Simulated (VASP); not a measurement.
Wanted: the native input for a VASP 6.6.1 run.

| Quantity | Value |
| --- | --- |
| Task | single point |
| Functional | r2SCAN |
| Potentials or basis | VASP PAW PBE potentials, release 64 (Zn, S) |
| Cutoff | 520 eV |
| k mesh | 6 × 6 × 4 |
| Occupations | gaussian, width 0.05 eV |
| Spin | no spin polarisation |
| Dipole correction | no |
| Further INCAR settings | ALGO = Normal; EDIFF = 1e-06; NBANDS = 26 |

The system is ZnS.

```
Zn S
1.0
     3.73059    0.00000    0.00000
    -1.86529    3.23078    0.00000
     0.00000    0.00000    6.24574
Zn S
2 2
Direct
  0.33333 0.66667 0.00539
  0.66667 0.33333 0.50539
  0.33333 0.66667 0.37961
  0.66667 0.33333 0.87961
```

This cell differs from its parent crystal: strain -0.0200 x Voigt [1, 1, 0, 0, 0, 0].

One way to write it, as run:

POSCAR

```
ZnS
1.0
    3.7305873134      0.0000000000      0.0000000000
   -1.8652936567      3.2307833844      0.0000000000
    0.0000000000      0.0000000000      6.2457351519
Zn S
2 2
Direct
    0.3333333333      0.6666666667      0.0053880718
    0.6666666667      0.3333333333      0.5053880718
    0.3333333333      0.6666666667      0.3796119282
    0.6666666667      0.3333333333      0.8796119282
```

INCAR.step1

```
  ALGO = Normal
  EDIFF = 1E-4
  ENCUT = 520
  GGA = PE
  ISMEAR = 0
  LASPH = T
  LCHARG = F
  LREAL = F
  LWAVE = T
  NBANDS = 26
  NELM = 80
  PREC = Accurate
  SIGMA = 0.05
```

INCAR.step2

```
  ALGO = Normal
  EDIFF = 1E-6
  ENCUT = 520
  ISIF = 2
  ISMEAR = 0
  ISTART = 1
  LASPH = T
  LCHARG = F
  LMIXTAU = T
  LREAL = F
  LWAVE = F
  METAGGA = R2SCAN
  NBANDS = 26
  NELM = 80
  PREC = Accurate
  SIGMA = 0.05
```

KPOINTS

```
k-points
0
Gamma
  6 6 4
```

Potentials or basis: VASP PAW PBE potentials, release 64 (Zn, S).

Command:

```console
$ cat potpaw_PBE.64/Zn/POTCAR potpaw_PBE.64/S/POTCAR > POTCAR
$ cp INCAR.step1 INCAR
$ mpirun -np 1 vasp_std > vasp.out
$ cp INCAR.step2 INCAR
$ mpirun -np 1 vasp_std > vasp.out
```

Results of the run:

```json
{
  "Pressure": "3.5 GPa",
  "Largest force": "0.167 eV/Å",
  "Band gap on the k mesh": "2.92 eV"
}
```

Caveat: the cell differs from its parent crystal (strain -0.0200 x Voigt [1, 1, 0, 0, 0, 0]); the cell stands under pressure; the PAW data sets were made with another functional, which shifts forces and pressure a little.

Wall time 74 s on 1 thread of Intel(R) Xeon(R) 6975P-C (Granite Rapids), with other jobs on the host, peak memory 0.21 GiB.
